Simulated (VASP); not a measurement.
Input of a VASP 6.6.1 run:

INCAR

```
PREC     = Accurate       # precision mode
ENCUT    = 520            # plane-wave cutoff, eV
EDIFF    = 1E-8           # SCF threshold, eV
ISMEAR   = -1             # smearing method
SIGMA    = 0.05           # smearing width, eV
LREAL    = False          # projectors in reciprocal space
LASPH    = True           # aspherical terms in the spheres
NELM     = 60             # most SCF steps
ALGO     = Normal         # electronic algorithm
ISIF     = 2              # what is computed and relaxed
LWAVE    = False          # write WAVECAR
LCHARG   = False          # write CHGCAR
GGA      = PE             # functional
LEFG     = True         
NBANDS   = 12             # bands
```

The input KPOINTS:

```
regular mesh
0
Gamma
  9 9 14
```

Contents of POSCAR:

```
Be
1.0
    3.8202995976      0.0000000000      0.0000000000
    0.0000000000      3.8202995976      0.0000000000
    0.0000000000      0.0000000000      2.3260223395
Be
4
Direct
    0.2974080000      0.2974080000      0.0000000000
    0.7025920000      0.7025920000      0.0000000000
    0.2025920000      0.7974080000      0.5000000000
    0.7974080000      0.2025920000      0.5000000000
```

Potentials or basis: VASP PAW PBE potentials, release 64 (Be).

The run is started by

```sh
$ cat potpaw_PBE.64/Be/POTCAR > POTCAR
$ mpirun -np 1 vasp_std > vasp.out
```

Problem. Predict the largest force.

Solution. 0.036 eV/Å.

Problem. What does it give for the band gap on the k mesh?

Solution. Zero (band 4 reaches 7.33 eV, above the bottom of band 5 at 5.26 eV).

Problem. Predict the pressure.

Solution. -6.2 GPa.

Stress tensor (GPa, compression positive):
```
-5.50  0.00  0.00
 0.00 -5.50  0.00
 0.00  0.00 -7.63
```

Caveat: without QUAD_EFG the Cq values of the log hold for a quadrupole moment of 1 mb, not for the nuclei.
